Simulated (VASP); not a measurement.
Input of a VASP 6.6.1 run:

POSCAR

```
GaN
1.0
    0.0000000000      2.2535006075      2.2535006075
    2.2535006075      0.0000000000      2.2535006075
    2.2535006075      2.2535006075      0.0000000000
Ga N
1 1
Direct
    0.0000000000      0.0000000000      0.0000000000
    0.2500000000      0.2500000000      0.2500000000
```

The input INCAR.step1:

```
PREC = Accurate ; ENCUT = 520
EDIFF = 1E-5 ; ISMEAR = -1
SIGMA = 0.05 ; LREAL = F
LASPH = T ; NELM = 80
ALGO = Normal ; ISIF = 2
LWAVE = T ; LCHARG = F
GGA = PE ; NBANDS = 16
```

The input INCAR.step2:

```
PREC = Accurate ; ENCUT = 520
EDIFF = 1E-6 ; ISMEAR = -1
SIGMA = 0.05 ; LREAL = F
LASPH = T ; NELM = 80
ALGO = Normal ; ISIF = 2
LWAVE = F ; LCHARG = F
GGA = PE ; LHFCALC = T
AEXX = 0.5 ; HFSCREEN = 0.2078699
PRECFOCK = Normal ; ISTART = 1
NBANDS = 16
```

Contents of KPOINTS:

```
Automatic mesh
0
Gamma
  6 6 6
```

Potentials or basis: VASP PAW PBE potentials, release 64 (Ga_d, N).

The run is started by

```sh
$ cat potpaw_PBE.64/Ga_d/POTCAR potpaw_PBE.64/N/POTCAR > POTCAR
$ cp INCAR.step1 INCAR
$ mpirun -np 1 vasp_std > vasp.out
$ cp INCAR.step2 INCAR
$ mpirun -np 1 vasp_std > vasp.out
```

**Question.** What does it give for the pressure?

**Answer.** -7.0 GPa.

**Question.** Predict the band gap on the k mesh.

**Answer.** 4.35 eV.

Caveat: the cell stands under tension; the PAW data sets were made with another functional, which shifts forces and pressure a little.
